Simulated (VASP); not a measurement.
# AlCo (Pm-3m) in VASP: a series of runs

AlCo is run at these levels: PBE; tasks: single point, relaxation of cell and atoms.

Program: VASP 6.6.1. These are calculated values, not measurements. Logs are shortened: lines on timing, memory, paths and dates and some standing lists are left out, and cuts for length are marked.

## (1) The cell of the first run

It takes space group Pm-3m (No. 221, cubic). The conventional cell has a = 2.819 Å, b = 2.819 Å, c = 2.819 Å, α = 90.00°, β = 90.00°, γ = 90.00°. Within 3.2 Å of Al (site symmetry m-3m) lie 8 Co at 2.44 Å and 6 Al at 2.82 Å. Within 3.2 Å of Co (site symmetry m-3m) lie 8 Al at 2.44 Å and 6 Co at 2.82 Å.

## (2) Single point, PBE, collinear spin, ferromagnetic start

File INCAR:

```
SYSTEM = AlCo
  ALGO = Normal
  EDIFF = 1E-7
  ENCUT = 520
  GGA = PE
  ISIF = 2
  ISMEAR = 0
  ISPIN = 2
  LASPH = .True.
  LCHARG = .False.
  LMAXMIX = 4
  LORBIT = 11
  LREAL = .False.
  LWAVE = .False.
  MAGMOM = 0 3
  NBANDS = 17
  NELM = 150
  PREC = Accurate
  SIGMA = 0.1
```

File KPOINTS:

```
k-points
0
Gamma
  6 6 6
  0 0 0
```

File POSCAR:

```
AlCo
1.0
    2.8194032100      0.0000000000      0.0000000000
    0.0000000000      2.8194032100      0.0000000000
    0.0000000000      0.0000000000      2.8194032100
Al Co
1 1
Direct
    0.0000000000      0.0000000000      0.0000000000
    0.5000000000      0.5000000000      0.5000000000
```

Potentials or basis: VASP PAW PBE potentials, release 64 (Al, Co).

Launch:

```sh
> cat potpaw_PBE.64/Al/POTCAR potpaw_PBE.64/Co/POTCAR > POTCAR
> mpirun -np 1 vasp_std > vasp.out
```

OUTCAR:

```text
SYSTEM = AlCo
   EDIFF = 1E-7
   ENCUT = 520
   GGA = PE
   ISIF = 2
   ISMEAR = 0
   ISPIN = 2
   LASPH = .True.
   LORBIT = 11
   LREAL = .False.
   NELM = 150
   PREC = Accurate

 ion  position               nearest neighbor table
   1  0.000  0.000  0.000-   2 2.44   2 2.44   2 2.44   2 2.44   2 2.44   2 2.44   2 2.44   2 2.44

   2  0.500  0.500  0.500-   1 2.44   1 2.44   1 2.44   1 2.44   1 2.44   1 2.44   1 2.44   1 2.44

  LATTYP: Found a simple cubic cell.
 ALAT       =     2.8194032100

  Lattice vectors:

 A1 = (   2.8194032100,   0.0000000000,   0.0000000000)
 A2 = (   0.0000000000,   2.8194032100,   0.0000000000)
 A3 = (   0.0000000000,   0.0000000000,   2.8194032100)

Analysis of symmetry for initial positions (statically):
=====================================================================
 Subroutine PRICEL returns:
 Original cell was already a primitive cell.

 Routine SETGRP: Setting up the symmetry group for a
 simple cubic supercell.

 Subroutine GETGRP returns: Found 48 space group operations
 (whereof 48 operations were pure point group operations)
 out of a pool of 48 trial point group operations.

The static configuration has the point symmetry O_h .

Analysis of symmetry for dynamics (positions and initial velocities):
=====================================================================
 Subroutine PRICEL returns:
 Original cell was already a primitive cell.

 Routine SETGRP: Setting up the symmetry group for a
 simple cubic supercell.

 Subroutine GETGRP returns: Found 48 space group operations
 (whereof 48 operations were pure point group operations)
 out of a pool of 48 trial point group operations.

The dynamic configuration has the point symmetry O_h .

Analysis of structural, dynamic, and magnetic symmetry:
=====================================================================
 Subroutine PRICEL returns:
 Original cell was already a primitive cell.

 Routine SETGRP: Setting up the symmetry group for a
 simple cubic supercell.

 Subroutine GETGRP returns: Found 48 space group operations
 (whereof 48 operations were pure point group operations)
 out of a pool of 48 trial point group operations.

The overall configuration has the point symmetry O_h .

 Subroutine INISYM returns: Found 48 space group operations
 (whereof 48 operations are pure point group operations),
 and found     1 'primitive' translations

----------------------------------------------------------------------------------------

                                     Primitive cell

  volume of cell :      22.4115

  direct lattice vectors                    reciprocal lattice vectors
     2.819403210  0.000000000  0.000000000     0.354684990  0.000000000  0.000000000
     0.000000000  2.819403210  0.000000000     0.000000000  0.354684990  0.000000000
     0.000000000  0.000000000  2.819403210     0.000000000  0.000000000  0.354684990

  length of vectors
     2.819403210  2.819403210  2.819403210     0.354684990  0.354684990  0.354684990

  position of ions in fractional coordinates (direct lattice)
     0.000000000  0.000000000  0.000000000
     0.500000000  0.500000000  0.500000000

  ion indices of the primitive-cell ions
   primitive index   ion index
                 1           1
                 2           2

----------------------------------------------------------------------------------------

 KPOINTS: k-points

Automatic generation of k-mesh.
 Grid dimensions read from file:
 generate k-points for:    6    6    6

 Generating k-lattice:

  Cartesian coordinates                     Fractional coordinates (reciprocal lattice)
     0.059114165  0.000000000  0.000000000     0.166666667  0.000000000  0.000000000
     0.000000000  0.059114165  0.000000000     0.000000000  0.166666667  0.000000000
     0.000000000  0.000000000  0.059114165     0.000000000  0.000000000  0.166666667

  Length of vectors
     0.059114165  0.059114165  0.059114165

  Shift w.r.t. Gamma in fractional coordinates (k-lattice)
     0.000000000  0.000000000  0.000000000

 Subroutine IBZKPT returns following result:
 ===========================================

 Found     20 irreducible k-points:

 Following reciprocal coordinates:
            Coordinates               Weight
  0.000000  0.000000  0.000000      1.000000
  0.166667  0.000000  0.000000      6.000000
  0.333333  0.000000  0.000000      6.000000
  0.500000  0.000000  0.000000      3.000000
  0.166667  0.166667  0.000000     12.000000
  0.333333  0.166667  0.000000     24.000000
[... 12 lines left out ...]
  0.500000  0.500000  0.333333      6.000000
  0.500000  0.500000  0.500000      1.000000
   k-points           NKPTS =     20   k-points in BZ     NKDIM =     20   number of bands    NBANDS=     17
   number of dos      NEDOS =    301   number of ions     NIONS =      2
   total plane-waves  NPLWV =  13824
   dimension x,y,z NGX =    24 NGY =   24 NGZ =   24
   dimension x,y,z NGXF=    48 NGYF=   48 NGZF=   48
   ions per type =               1   1
   NGX,Y,Z   is equivalent  to a cutoff of  14.15, 14.15, 14.15 a.u.
   NGXF,Y,Z  is equivalent  to a cutoff of  28.30, 28.30, 28.30 a.u.
 SYSTEM =  AlCo
   PREC   = accura    normal or accurate (medium, high low for compatibility)
   ISTART =      0    job   : 0-new  1-cont  2-samecut
   ICHARG =      2    charge: 1-file 2-atom 10-const
   ISPIN  =      2    spin polarized calculation?
   LNONCOLLINEAR =      F non collinear calculations
   LSORBIT =      F    spin-orbit coupling
   LASPH  =      T    aspherical Exc in radial PAW
   ENCUT  =  520.0 eV  38.22 Ry    6.18 a.u.   5.24  5.24  5.24*2*pi/ulx,y,z
   NELM   =    150;   NELMIN=  2; NELMDL= -5     # of ELM steps
   EDIFF  = 0.1E-06   stopping-criterion for ELM
   LREAL  =      F    real-space projection
   EDIFFG = 0.1E-05   stopping-criterion for IOM
   NSW    =      0    number of steps for IOM
   IBRION =     -1    ionic relax: 0-MD 1-quasi-New 2-CG
   NFREE  =      0    steps in history (QN), initial steepest desc. (CG)
   ISIF   =      2    stress and relaxation
   ISYM   =      2    0-nonsym 1-usesym 2-fastsym
   POTIM  = 0.5000    time-step for ionic-motion
   TEBEG  =    0.0;   TEEND  =   0.0 temperature during run
   PSTRESS=    0.0 pullay stress
   NELECT =      12.0000    total number of electrons
   NUPDOWN=      -1.0000    fix difference up-down
   EMIN   =  10.00;   EMAX   =-10.00  energy-range for DOS
   EFERMI =   0.00;   METHOD = LEGACY
   ISMEAR =     0;   SIGMA  =   0.10  broadening in eV -4-tet -1-fermi 0-gaus
   EFERMI_NEDOS =   21; number of points for ismear=-14 and -15
   IALGO  =     38    algorithm
   IMIX   =      4    mixing-type and parameters
     AMIX     =   0.40;   BMIX     =  1.00
     AMIX_MAG =   1.60;   BMIX_MAG =  1.00
  volume/ion in A,a.u.               =      11.21        75.62
  Fermi-wavevector in a.u.,A,eV,Ry     =   1.329366  2.512138 24.044423  1.767215
  Thomas-Fermi vector in A             =   2.458534
   LORBIT       =     11    0 simple, 1 ext, 2 COOP (PROOUT), +10 PAW based schemes
   GGA     = PE    functional components
   LHFCALC =     F    Hartree Fock is set to
   AEXX    =    0.0000 exact exchange contribution
   IVDW    =     0    specifies the selected vdW correction
   LEPSILON=     F    determine dielectric tensor
   LRPA    =     F    only Hartree local field effects (RPA)
 spin polarized calculation
 Gauss-broadening in eV      SIGMA  =   0.10
  energy-cutoff  :      520.00
  volume of cell :       22.41
 maximum number of plane-waves:       624
 NGX is ok and might be reduce to    24
   NGX = 11   NGY = 11   NGZ = 11

 number of electron      11.9999996 magnetization       0.0673335

 Free energy of the ion-electron system (eV)
  ---------------------------------------------------
  ext. energy  EPLUGINS =         0.00000000
  ---------------------------------------------------
  free energy    TOTEN  =       -11.97030148 eV

  energy without entropy =      -11.96448334  energy(sigma->0) =      -11.96739241

 E-fermi :  11.0773     XC(G=0): -12.4222

 val. band max:       11.0000979034   @ k =   0.5000   0.3333   0.0000
 cond. band min:      11.1324673603   @ k =   0.5000   0.3333   0.0000
 fundamental gap:      0.1323694569
 Fermi energy:        11.0773276912

 spin component 1

 k-point     1 :       0.0000    0.0000    0.0000
  band No.  band energies     occupation
      1      -0.2766      1.00000
      2       7.8774      1.00000
      3       7.8774      1.00000
      4      10.1361      1.00000
      5      10.1361      1.00000
      6      10.1361      1.00000
[... 9 lines left out ...]
     16      34.9961      0.00000
     17      34.9961      0.00000
[... 361 lines left out ...]
 k-point    20 :       0.5000    0.5000    0.5000
  band No.  band energies     occupation
      1       6.9260      1.00000
      2       6.9260      1.00000
      3       6.9260      1.00000
      4      10.7615      1.00000
      5      10.7615      1.00000
      6      13.4074      0.00000
[... 9 lines left out ...]
     16      43.6524      0.00000
     17      43.6524      0.00000
 Fermi energy:        11.0773276912

 spin component 2

 k-point     1 :       0.0000    0.0000    0.0000
  band No.  band energies     occupation
      1      -0.2843      1.00000
      2       7.9755      1.00000
      3       7.9755      1.00000
      4      10.1807      1.00000
      5      10.1807      1.00000
      6      10.1807      1.00000
[... 9 lines left out ...]
     16      34.9816      0.00000
     17      34.9816      0.00000
[... 361 lines left out ...]
 k-point    20 :       0.5000    0.5000    0.5000
  band No.  band energies     occupation
      1       6.9442      1.00000
      2       6.9442      1.00000
      3       6.9442      1.00000
      4      10.9070      0.99201
      5      10.9070      0.99201
      6      13.4021      0.00000
[... 9 lines left out ...]
     16      43.6540      0.00000
     17      43.6540      0.00000

------------------------ aborting loop because EDIFF is reached ----------------------------------------

  FORCE on cell =-STRESS in cart. coord.  units (eV):
  Direction    XX          YY          ZZ          XY          YZ          ZX
  --------------------------------------------------------------------------------------
  -------------------------------------------------------------------------------------
  Total        0.9808663      0.9808663      0.9808663      0.0000000      0.0000000     -0.0000000
  in kB       70.1211157     70.1211157     70.1211157      0.0000000      0.0000000     -0.0000000
  external PRESSURE =      70.1211157 kB  Pullay stress =       0.0000000 kB

 VOLUME and BASIS-vectors are now :
 -----------------------------------------------------------------------------
  energy-cutoff  :      520.00
  volume of cell :       22.41
      direct lattice vectors                 reciprocal lattice vectors
     2.819403210  0.000000000  0.000000000     0.354684990  0.000000000  0.000000000
     0.000000000  2.819403210  0.000000000     0.000000000  0.354684990  0.000000000
     0.000000000  0.000000000  2.819403210     0.000000000  0.000000000  0.354684990

 POSITION                                       TOTAL-FORCE (eV/Angst)
 -----------------------------------------------------------------------------------
      0.00000      0.00000      0.00000         0.000000      0.000000      0.000000
      1.40970      1.40970      1.40970         0.000000      0.000000      0.000000
 -----------------------------------------------------------------------------------
    total drift:                                0.000000     -0.000000     -0.000000

  FREE ENERGIE OF THE ION-ELECTRON SYSTEM (eV)
  ---------------------------------------------------
  free  energy   TOTEN  =       -11.9703014838 eV

  energy  without entropy=      -11.9644833352  energy(sigma->0) =      -11.96739241

 total charge

# of ion       s       p       d       tot
------------------------------------------
    1        0.399   0.445   0.000   0.844
    2        0.446   0.530   7.538   8.515
--------------------------------------------------
tot          0.845   0.975   7.538   9.358

 magnetization (x)

# of ion       s       p       d       tot
------------------------------------------
    1       -0.001  -0.001   0.000  -0.001
    2        0.001  -0.002   0.079   0.077
--------------------------------------------------
tot          0.000  -0.003   0.079   0.076
```

Run time: 1.8 min. Hardware: 1 thread of Intel Xeon 6975P-C (Granite Rapids), shared host; peak memory 0.16 GiB.

Results:

```yaml
Free_energy: -11.9703 eV
Pressure: 7.0 GPa
Net_moment: 0.07 μB per cell
Site_moments: Al -0.00; Co +0.08 μB
Valence_electrons_inside_the_program's_atomic_spheres: Al 0.84; Co 8.52
```

Caveat: the k points lie up to 0.37 Å⁻¹ apart.

## (3) Single point, PBE

This run uses another cell than the first one, of 11.63 Å³/atom, 1.037 times its volume.

File INCAR:

```
ALGO     = Normal         # electronic algorithm
EDIFF    = 1E-6           # SCF threshold, eV
ENCUT    = 520            # plane-wave cutoff, eV
GGA      = PE             # functional
ISIF     = 2              # what is computed and relaxed
ISMEAR   = -1             # smearing method
LASPH    = T              # aspherical terms in the spheres
LCHARG   = T              # write CHGCAR
LELF     = T              # ELF
LREAL    = F              # projectors in reciprocal space
LVHAR    = T            
LWAVE    = F              # write WAVECAR
NBANDS   = 13             # bands
NELM     = 80             # most SCF steps
PREC     = Accurate       # precision mode
SIGMA    = 0.15           # smearing width, eV
```

File KPOINTS:

```
k-points
0
Gamma
  14 14 14
```

File POSCAR:

```
AlCo
1.0
    2.8541540265      0.0000000000      0.0000000000
    0.0000000000      2.8541540265      0.0000000000
    0.0000000000      0.0000000000      2.8541540265
Al Co
1 1
Direct
    0.0000000000      0.0000000000      0.0000000000
    0.5000000000      0.5000000000      0.5000000000
```

Potentials or basis: VASP PAW PBE potentials, release 64 (Al, Co).

Launch:

```sh
> cat potpaw_PBE.64/Al/POTCAR potpaw_PBE.64/Co/POTCAR > POTCAR
> mpirun -np 1 vasp_std > vasp.out
```

It took 18 s on 1 thread of Intel Xeon 6975P-C (Granite Rapids), shared host; peak memory 0.16 GiB.

The run converged. Its results:

```
Free energy            : -12.0218 eV
Pressure               : 0.0 GPa
Band gap on the k mesh : zero (band 6 reaches 12.90 eV, above the bottom of band 7 at 10.28 eV)
```

Levels at points of the mesh, in eV from the Fermi level:
```
           k point  band 3  band 4  band 5  band 6  band 7  band 8  band 9  band 10
(0.00, 0.00, 0.00)   -2.85   -0.75   -0.75   -0.75    6.03    6.03    6.03     8.80
(0.50, 0.00, 0.00)   -2.27   -1.62   -1.62   -0.64    0.26    8.48   10.67    10.67
(0.50, 0.50, 0.00)   -2.58   -2.58   -1.41   -1.41   -0.15    2.50    3.51    12.78
(0.50, 0.50, 0.50)   -3.83   -0.12   -0.12    2.47    2.47    2.47    4.15     5.38
```

(Continued in part 2 of 2.)
